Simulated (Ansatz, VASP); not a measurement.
**One calculation of NaAgPtC6N6, two programs**

```xyz
15
Lattice="0.0000 5.6001 5.6001 5.6001 0.0000 5.6001 5.6001 5.6001 0.0000" Properties=species:S:1:pos:R:3 pbc="T T T"
Na    8.4002    8.4002    8.4002
Ag    0.0000    0.0000    0.0000
Pt    5.6001    5.6001    5.6001
C     2.4195    5.6001    5.6001
C     5.6001    5.6001    2.4195
C     5.6001    8.7807    5.6001
C     8.7807    5.6001    5.6001
C     5.6001    5.6001    8.7807
C     5.6001    2.4195    5.6001
N     3.5941    5.6001    5.6001
N     5.6001    5.6001    3.5941
N     5.6001    7.6061    5.6001
N     7.6061    5.6001    5.6001
N     5.6001    5.6001    7.6061
N     5.6001    3.5941    5.6001
```

Alike in both runs: functional PBE; k mesh 4 × 4 × 4; occupations gaussian, width 0.1 eV; no spin polarisation.

Ansatz relaxed the structure, and its values are those at the end. VASP's run is a single point on that final structure, the one shown.

|  | VASP | Ansatz |
| --- | --- | --- |
| version | VASP 6.6.1 | Ansatz 0.2.0 |
| potentials or method | VASP PAW PBE potentials, release 64 (Na_pv, Ag, Pt, C, N), cutoff 520 eV | scalar-relativistic, plane waves, PAW |
| valence electrons in the cell | 82 | 100 |

|  | VASP | Ansatz | Ansatz less VASP |
| --- | --- | --- | --- |
| gap on the k mesh at the Fermi level (eV) | 1.19 | 1.20 | +0.008 |
| least direct gap on the mesh (eV) | 1.27 | 1.28 | +0.007 |
| pressure (GPa) | 0.5 | 0.2 | -0.28 |
| rms of the force components (eV/Å) | 0.177 | 0.008 | -0.1687 |

One of these differences is far larger than is usual between the two programs; its cause wasn't traced. VASP's potentials hold 82 valence electrons a cell and Ansatz's 100, so a difference there can come from the potentials and not from the codes.

Neither program's run includes spin-orbit coupling. Noted on VASP's run: the standard files for N, O and F lose accuracy on very short bonds.
